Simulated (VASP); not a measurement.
Wanted: the native input for a VASP 6.6.1 run.

```
Task                   : single point
Functional             : PBEsol
Potentials or basis    : VASP PAW PBE potentials, release 64 (Pb_d, S)
Cutoff                 : 520 eV
k mesh                 : 10 × 10 × 10
Occupations            : gaussian, width 0.03 eV
Spin                   : no spin polarisation
Dipole correction      : no
Further INCAR settings : ALGO = Normal; EDIFF = 1e-07; NBANDS = 17
```

The structure of PbS lies in POSCAR:

```
PbS
1.0
    0.0000000000      2.8908750000      3.1132500000
    2.8908750000      0.0000000000      3.1132500000
    2.8908750000      2.8908750000      0.0000000000
Pb S
1 1
Direct
    0.0000000000      0.0000000000      0.0000000000
    0.5000000000      0.5000000000      0.5000000000
```

This cell differs from its parent crystal: strain -0.025 along x and y, +0.050 along z.

One way to write it, as run:

INCAR

```
PREC     = Accurate       # precision mode
ENCUT    = 520            # plane-wave cutoff, eV
EDIFF    = 1E-7           # SCF threshold, eV
ISMEAR   = 0              # smearing method
SIGMA    = 0.03           # smearing width, eV
LREAL    = False          # projectors in reciprocal space
LASPH    = True           # aspherical terms in the spheres
NELM     = 80             # most SCF steps
ALGO     = Normal         # electronic algorithm
ISIF     = 2              # what is computed and relaxed
LWAVE    = False          # write WAVECAR
LCHARG   = False          # write CHGCAR
GGA      = PS             # functional
NBANDS   = 17             # bands
```

KPOINTS

```
regular mesh
0
Gamma
  10 10 10
```

Potentials or basis: VASP PAW PBE potentials, release 64 (Pb_d, S).

Launch:

```console
$ cat potpaw_PBE.64/Pb_d/POTCAR potpaw_PBE.64/S/POTCAR > POTCAR
$ mpirun -np 1 vasp_std > vasp.out
```

It gave:

The pressure is 0.1 GPa and the band gap on the k mesh is 0.11 eV, direct.

Caveat: the cell differs from its parent crystal (strain -0.025 along x and y, +0.050 along z); the PAW data sets were made with another functional, which shifts forces and pressure a little; spin-orbit coupling is left out, which moves the levels of the heavy elements.

Run time: 32 s on 1 thread of Intel(R) Xeon(R) 6975P-C (Granite Rapids), on a shared host, peak memory 0.23 GiB.
